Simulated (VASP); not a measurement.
Input of a VASP 6.6.1 run:

The input INCAR:

```
SYSTEM = PbS
  AGGAC = 1.0
  AGGAX = 1.0
  ALDAC = 0.0
  ALDAX = 1.0
  ALGO = Normal
  EDIFF = 1E-7
  ENCUT = 520
  GGA = B5
  ISIF = 2
  ISMEAR = -1
  IVDW = 13
  LASPH = .TRUE.
  LCHARG = .FALSE.
  LREAL = .FALSE.
  LWAVE = .FALSE.
  NBANDS = 17
  NELM = 60
  PREC = Accurate
  SIGMA = 0.05
  VDW_A1 = 0.44488865
  VDW_A2 = 4.0933009
  VDW_S6 = 1.0
  VDW_S8 = 2.34076671
```

Contents of KPOINTS:

```
k-points
0
G
  8 8 7
  0 0 0
```

Contents of POSCAR:

```
PbS
1.0
    4.0605929403      0.0000000000      0.0000000000
   -2.0302964701      3.5165766407      0.0000000000
    0.0000000000      0.0000000000      3.8105189912
Pb S
1 1
Direct
    0.0000000000      0.0000000000      0.0000000000
    0.6666666667      0.3333333333      0.5000000000
```

Potentials or basis: VASP PAW PBE potentials, release 64 (Pb_d, S).

Command:

```sh
$ cat potpaw_PBE.64/Pb_d/POTCAR potpaw_PBE.64/S/POTCAR > POTCAR
$ mpirun -np 1 vasp_std > vasp.out
```

**Question.** Predict the pressure.

**Answer.** 0.1 GPa.

**Question.** What does it give for the band gap on the k mesh?

**Answer.** 0.22 eV, indirect (least direct gap 1.73 eV).

**Question.** Estimate the dispersion energy per atom.

**Answer.** -0.680 eV.

Caveat: the PAW data sets were made with another functional, which shifts forces and pressure a little; spin-orbit coupling is left out, which moves the levels of the heavy elements. A k mesh can miss the band edges.
